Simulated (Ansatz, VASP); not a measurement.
## SiC: VASP beside Ansatz

```
CELL_PARAMETERS angstrom
3.09588 0.00000 0.00000
-1.54794 2.68111 0.00000
0.00000 0.00000 5.08206
ATOMIC_POSITIONS crystal
Si 0.33333 0.66667 0.00460
Si 0.66667 0.33333 0.50460
C 0.33333 0.66667 0.38040
C 0.66667 0.33333 0.88040
```

Alike in both runs: functional r2SCAN; k mesh 12 × 12 × 6; occupations fermi-dirac, width 0.02 eV; no spin polarisation.

Ansatz relaxed the structure, and its values are those at the end. VASP's run is a single point on that final structure, the one shown.

|  | VASP | Ansatz |
| --- | --- | --- |
| version | VASP 6.6.1 | Ansatz 0.2.0 |
| potentials or method | VASP PAW PBE potentials, release 64 (Si, C), cutoff 520 eV | PAW plane waves |
| valence electrons in the cell | 16 | 16 |

```tsv
	VASP	Ansatz	Ansatz less VASP
gap on the k mesh at the Fermi level (eV)	2.69	2.68	-0.007
pressure (GPa)	-4.6	-4.3	+0.20
```

VASP's potentials were made for PBE, not for r2SCAN. Ansatz's warnings: stress scf threshold loose.
